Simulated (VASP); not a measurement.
# Ti in VASP: a series of runs

Runs on Ti. Level: LDA. Tasks: single point.

Program: VASP 6.6.1. These are calculated values, not measurements. Logs are shortened: lines on timing, memory, paths and dates and some standing lists are left out, and cuts for length are marked.

### 1 The cell of the first run

Symmetry: I4/mmm, No. 139, tetragonal system. The conventional cell has a = 2.871 Å, b = 2.871 Å, c = 3.938 Å, α = 90.00°, β = 90.00°, γ = 90.00°. Within 3.7 Å of Ti (site symmetry 4/mmm) lie 12 Ti at 2.83 to 2.87 Å.

### 2 Single point, LDA (zz strain of -3 %)

Input file INCAR:

```
PREC = Accurate
ENCUT = 500
EDIFF = 1E-6
ISMEAR = -1
SIGMA = 0.05
LREAL = F
LASPH = T
NELM = 120
ALGO = Normal
ISIF = 2
LWAVE = F
LCHARG = F
GGA = CA
NBANDS = 12
GGA_COMPAT = F
```

Input file KPOINTS:

```
regular mesh
0
Gamma
  15 15 15
```

Input file POSCAR:

```
Ti
1.0
    0.0000000000      2.0300000000      1.9691000000
    2.0300000000      0.0000000000      1.9691000000
    2.0300000000      2.0300000000      0.0000000000
Ti
1
Direct
    0.0000000000      0.0000000000      0.0000000000
```

Potentials or basis: VASP PAW LDA potentials, release 64 (Ti_sv).

Command:

```bash
cat potpaw_LDA.64/Ti_sv/POTCAR > POTCAR
mpirun -np 1 vasp_std > vasp.out
```

OUTCAR:

```text
PREC = Accurate
   ENCUT = 500
   EDIFF = 1E-6
   ISMEAR = -1
   LREAL = F
   LASPH = T
   NELM = 120
   ISIF = 2
   GGA = CA

 ion  position               nearest neighbor table
   1  0.000  0.000  0.000-

  LATTYP: Found a body centered tetragonal cell.
 ALAT       =     2.8708535316
 C/A-ratio  =     1.3717871555

  Lattice vectors:

 A1 = (   0.0000000000,  -2.0300000000,  -1.9691000000)
 A2 = (   0.0000000000,   2.0300000000,  -1.9691000000)
 A3 = (   2.0300000000,   0.0000000000,   1.9691000000)

Analysis of symmetry for initial positions (statically):
=====================================================================
 Subroutine PRICEL returns:
 Original cell was already a primitive cell.

 Routine SETGRP: Setting up the symmetry group for a
 body centered tetragonal supercell.

 Subroutine GETGRP returns: Found 16 space group operations
 (whereof 16 operations were pure point group operations)
 out of a pool of 16 trial point group operations.

The static configuration has the point symmetry D_4h.

Analysis of symmetry for dynamics (positions and initial velocities):
=====================================================================
 Subroutine PRICEL returns:
 Original cell was already a primitive cell.

 Routine SETGRP: Setting up the symmetry group for a
 body centered tetragonal supercell.

 Subroutine GETGRP returns: Found 16 space group operations
 (whereof 16 operations were pure point group operations)
 out of a pool of 16 trial point group operations.

The dynamic configuration has the point symmetry D_4h.

 Subroutine INISYM returns: Found 16 space group operations
 (whereof 16 operations are pure point group operations),
 and found     1 'primitive' translations

----------------------------------------------------------------------------------------

                                     Primitive cell

  volume of cell :      16.2289

  direct lattice vectors                    reciprocal lattice vectors
     0.000000000  2.030000000  1.969100000    -0.246305419  0.246305419  0.253923112
     2.030000000  0.000000000  1.969100000     0.246305419 -0.246305419  0.253923112
     2.030000000  2.030000000  0.000000000     0.246305419  0.246305419 -0.253923112

  length of vectors
     2.828118599  2.828118599  2.870853532     0.431056453  0.431056453  0.431056453

  position of ions in fractional coordinates (direct lattice)
     0.000000000  0.000000000  0.000000000

  ion indices of the primitive-cell ions
   primitive index   ion index
                 1           1

----------------------------------------------------------------------------------------

 KPOINTS: regular mesh

Automatic generation of k-mesh.
 Grid dimensions read from file:
 generate k-points for:   15   15   15

 Generating k-lattice:

  Cartesian coordinates                     Fractional coordinates (reciprocal lattice)
    -0.016420361  0.016420361  0.016928207     0.066666667 -0.000000000  0.000000000
     0.016420361 -0.016420361  0.016928207    -0.000000000  0.066666667  0.000000000
     0.016420361  0.016420361 -0.016928207     0.000000000  0.000000000  0.066666667

  Length of vectors
     0.028737097  0.028737097  0.028737097

  Shift w.r.t. Gamma in fractional coordinates (k-lattice)
     0.000000000  0.000000000  0.000000000

 Subroutine IBZKPT returns following result:
 ===========================================

 Found    288 irreducible k-points:

 Following reciprocal coordinates:
            Coordinates               Weight
  0.000000  0.000000  0.000000      1.000000
  0.066667  0.000000  0.000000      8.000000
  0.133333  0.000000  0.000000      8.000000
  0.200000 -0.000000  0.000000      8.000000
  0.266667  0.000000  0.000000      8.000000
  0.333333 -0.000000  0.000000      8.000000
[... 16 lines left out ...]
  0.133333  0.133333  0.000000      2.000000
  0.200000  0.133333  0.000000      8.000000
 [... further k-points ...]
   k-points           NKPTS =    288   k-points in BZ     NKDIM =    288   number of bands    NBANDS=     12
   number of dos      NEDOS =    301   number of ions     NIONS =      1
   total plane-waves  NPLWV =  13824
   dimension x,y,z NGX =    24 NGY =   24 NGZ =   24
   dimension x,y,z NGXF=    48 NGYF=   48 NGZF=   48
   ions per type =               1
   NGX,Y,Z   is equivalent  to a cutoff of  14.11, 14.11, 13.90 a.u.
   NGXF,Y,Z  is equivalent  to a cutoff of  28.22, 28.22, 27.80 a.u.
 SYSTEM =  unknown system
   PREC   = accura    normal or accurate (medium, high low for compatibility)
   ISTART =      0    job   : 0-new  1-cont  2-samecut
   ICHARG =      2    charge: 1-file 2-atom 10-const
   ISPIN  =      1    spin polarized calculation?
   LNONCOLLINEAR =      F non collinear calculations
   LSORBIT =      F    spin-orbit coupling
   LASPH  =      T    aspherical Exc in radial PAW
   ENCUT  =  500.0 eV  36.75 Ry    6.06 a.u.   5.16  5.16  5.23*2*pi/ulx,y,z
   NELM   =    120;   NELMIN=  2; NELMDL= -5     # of ELM steps
   EDIFF  = 0.1E-05   stopping-criterion for ELM
   LREAL  =      F    real-space projection
   EDIFFG = 0.1E-04   stopping-criterion for IOM
   NSW    =      0    number of steps for IOM
   IBRION =     -1    ionic relax: 0-MD 1-quasi-New 2-CG
   NFREE  =      0    steps in history (QN), initial steepest desc. (CG)
   ISIF   =      2    stress and relaxation
   ISYM   =      2    0-nonsym 1-usesym 2-fastsym
   POTIM  = 0.5000    time-step for ionic-motion
   TEBEG  =    0.0;   TEEND  =   0.0 temperature during run
   PSTRESS=    0.0 pullay stress
   NELECT =      12.0000    total number of electrons
   NUPDOWN=      -1.0000    fix difference up-down
   EMIN   =  10.00;   EMAX   =-10.00  energy-range for DOS
   EFERMI =   0.00;   METHOD = LEGACY
   ISMEAR =    -1;   SIGMA  =   0.05  broadening in eV -4-tet -1-fermi 0-gaus
   EFERMI_NEDOS =   21; number of points for ismear=-14 and -15
   IALGO  =     38    algorithm
   IMIX   =      4    mixing-type and parameters
     AMIX     =   0.40;   BMIX     =  1.00
     AMIX_MAG =   1.60;   BMIX_MAG =  1.00
  volume/ion in A,a.u.               =      16.23       109.52
  Fermi-wavevector in a.u.,A,eV,Ry     =   1.480376  2.797505 29.817336  2.191512
  Thomas-Fermi vector in A             =   2.594418
   LORBIT       =      0    0 simple, 1 ext, 2 COOP (PROOUT), +10 PAW based schemes
   GGA     = CA    functional components
   LHFCALC =     F    Hartree Fock is set to
   AEXX    =    0.0000 exact exchange contribution
   IVDW    =     0    specifies the selected vdW correction
   LEPSILON=     F    determine dielectric tensor
   LRPA    =     F    only Hartree local field effects (RPA)
 non-spin polarized calculation
  energy-cutoff  :      500.00
  volume of cell :       16.23
 maximum number of plane-waves:       428
 NGX is ok and might be reduce to    24
   NGX = 11   NGY = 11   NGZ = 11

 number of electron      12.0000000 magnetization

 Free energy of the ion-electron system (eV)
  ---------------------------------------------------
  ext. energy  EPLUGINS =         0.00000000
  ---------------------------------------------------
  free energy    TOTEN  =        -8.50298967 eV

  energy without entropy =       -8.48849243  energy(sigma->0) =       -8.49574105

 E-fermi :   8.7248     XC(G=0): -12.1130

 val. band max:        8.7203616549   @ k =  -0.2667   0.3333   0.2000
 cond. band min:       8.7283714959   @ k =  -0.4667   0.0667   0.1333
 fundamental gap:      0.0080098410
 Fermi energy:         8.7247874447

 k-point     1 :       0.0000    0.0000    0.0000
  band No.  band energies     occupation
      1     -47.1923      2.00000
      2     -23.3330      2.00000
      3     -23.3330      2.00000
      4     -23.3247      2.00000
      5       2.5564      2.00000
      6       9.5250      0.00000
      7       9.5250      0.00000
      8       9.7776      0.00000
      9      11.2132      0.00000
     10      11.5120      0.00000
     11      24.4608      0.00000
     12      28.9130      0.00000

 k-point     2 :       0.0667    0.0000    0.0000
  band No.  band energies     occupation
      1     -47.1850      2.00000
      2     -23.3692      2.00000
      3     -23.3385      2.00000
      4     -23.3312      2.00000
      5       2.7103      2.00000
      6       9.4690      0.00000
      7       9.5812      0.00000
      8       9.7943      0.00000
      9      11.1815      0.00000
     10      11.4695      0.00000
     11      24.6055      0.00000
     12      28.0141      0.00000

 k-point     3 :       0.1333    0.0000    0.0000
  band No.  band energies     occupation
      1     -47.1645      2.00000
      2     -23.4777      2.00000
      3     -23.3540      2.00000
      4     -23.3428      2.00000
      5       3.1546      2.00000
      6       9.2514      0.00005
      7       9.7103      0.00000
      8       9.9027      0.00000
      9      11.1339      0.00000
     10      11.3815      0.00000
     11      24.8120      0.00000
     12      26.2734      0.00000

 k-point     4 :       0.2000   -0.0000    0.0000
  band No.  band energies     occupation
      1     -47.1341      2.00000
      2     -23.6357      2.00000
      3     -23.3768      2.00000
      4     -23.3593      2.00000
      5       3.8327      2.00000
      6       8.9591      0.01826
      7       9.7891      0.00000
      8      10.0121      0.00000
      9      11.2086      0.00000
     10      11.3710      0.00000
     11      23.8020      0.00000
     12      25.5275      0.00000

 k-point     5 :       0.2667    0.0000    0.0000
  band No.  band energies     occupation
      1     -47.0990      2.00000
      2     -23.8141      2.00000
      3     -23.4028      2.00000
      4     -23.3782      2.00000
      5       4.6324      2.00000
      6       8.7467      0.78389
      7       9.7175      0.00000
      8       9.9845      0.00000
      9      11.5086      0.00000
     10      11.5678      0.00000
     11      21.9928      0.00000
     12      25.1801      0.00000
[... 228 lines left out ...]
      1     -47.1504      2.00000
      2     -23.5341      2.00000
      3     -23.3789      2.00000
      4     -23.3543      2.00000
      5       3.4708      2.00000
      6       9.0564      0.00263
      7       9.8286      0.00000
      8      10.0028      0.00000
      9      10.8997      0.00000
     10      11.5417      0.00000
     11      24.8300      0.00000
     12      25.6743      0.00000

 k-point    22 :      -0.0667    0.0667    0.0000
  band No.  band energies     occupation
      1     -47.1738      2.00000
      2     -23.4201      2.00000
      3     -23.3523      2.00000
      4     -23.3410      2.00000
      5       2.9531      2.00000
      6       9.2972      0.00002
      7       9.6672      0.00000
      8       9.9205      0.00000
      9      11.0352      0.00000
     10      11.5013      0.00000
     11      24.8152      0.00000
     12      26.9858      0.00000

 k-point    23 :       0.1333    0.1333    0.0000
  band No.  band energies     occupation
      1     -47.1531      2.00000
      2     -23.4705      2.00000
      3     -23.3877      2.00000
      4     -23.3877      2.00000
      5       3.3794      2.00000
      6       9.1471      0.00043
      7       9.8943      0.00000
      8       9.8943      0.00000
      9      10.9633      0.00000
     10      11.4153      0.00000
     11      25.1501      0.00000
     12      27.0938      0.00000

 k-point    24 :       0.2000    0.1333    0.0000
  band No.  band energies     occupation
      1     -47.1297      2.00000
      2     -23.5781      2.00000
      3     -23.4157      2.00000
      4     -23.4030      2.00000
      5       3.8905      2.00000
      6       8.8314      0.21215
      7      10.0657      0.00000
      8      10.0686      0.00000
      9      10.7827      0.00000
     10      11.5337      0.00000
     11      25.1043      0.00000
     12      25.8436      0.00000

 [... further k-points ...]

------------------------ aborting loop because EDIFF is reached ----------------------------------------

  FORCE on cell =-STRESS in cart. coord.  units (eV):
  Direction    XX          YY          ZZ          XY          YZ          ZX
  --------------------------------------------------------------------------------------
  -------------------------------------------------------------------------------------
  Total       -0.2091596     -0.2091596     -0.0847811      0.0000000      0.0000000      0.0000000
  in kB      -20.6489767    -20.6489767     -8.3698927      0.0000000      0.0000000      0.0000000
  external PRESSURE =     -16.5559487 kB  Pullay stress =       0.0000000 kB

 VOLUME and BASIS-vectors are now :
 -----------------------------------------------------------------------------
  energy-cutoff  :      500.00
  volume of cell :       16.23
      direct lattice vectors                 reciprocal lattice vectors
     0.000000000  2.030000000  1.969100000    -0.246305419  0.246305419  0.253923112
     2.030000000  0.000000000  1.969100000     0.246305419 -0.246305419  0.253923112
     2.030000000  2.030000000  0.000000000     0.246305419  0.246305419 -0.253923112

 POSITION                                       TOTAL-FORCE (eV/Angst)
 -----------------------------------------------------------------------------------
      0.00000      0.00000      0.00000         0.000000      0.000000      0.000000
 -----------------------------------------------------------------------------------
    total drift:                                0.000000      0.000000      0.000000

  FREE ENERGIE OF THE ION-ELECTRON SYSTEM (eV)
  ---------------------------------------------------
  free  energy   TOTEN  =        -8.5029896697 eV

  energy  without entropy=       -8.4884924290  energy(sigma->0) =       -8.49574105
```

It took 36 s on 1 thread of Intel Xeon Platinum 8259CL at 2.50GHz (Skylake/Cascade Lake), shared host; peak memory 0.17 GiB.

What came out:

| Quantity | Value |
| --- | --- |
| Free energy | -8.5030 eV |
| Pressure | -1.7 GPa |
| Band gap on the k mesh | zero (bands 6 and 7 overlap by 1.23 eV) |

Stress tensor (GPa, compression positive):
```
-2.06  0.00  0.00
 0.00 -2.06  0.00
 0.00  0.00 -0.84
```

Levels at points of the mesh, in eV from the Fermi level:
```
           k point  band 2  band 3  band 4  band 5  band 6  band 7  band 8  band 9  band 10  band 11
(0.00, 0.00, 0.00)  -32.06  -32.06  -32.05   -6.17    0.80    0.80    1.05    2.49     2.79    15.74
```

Caveat: the cell differs from its parent crystal (zz strain of -3 %).

(Continued in part 2 of 2.)
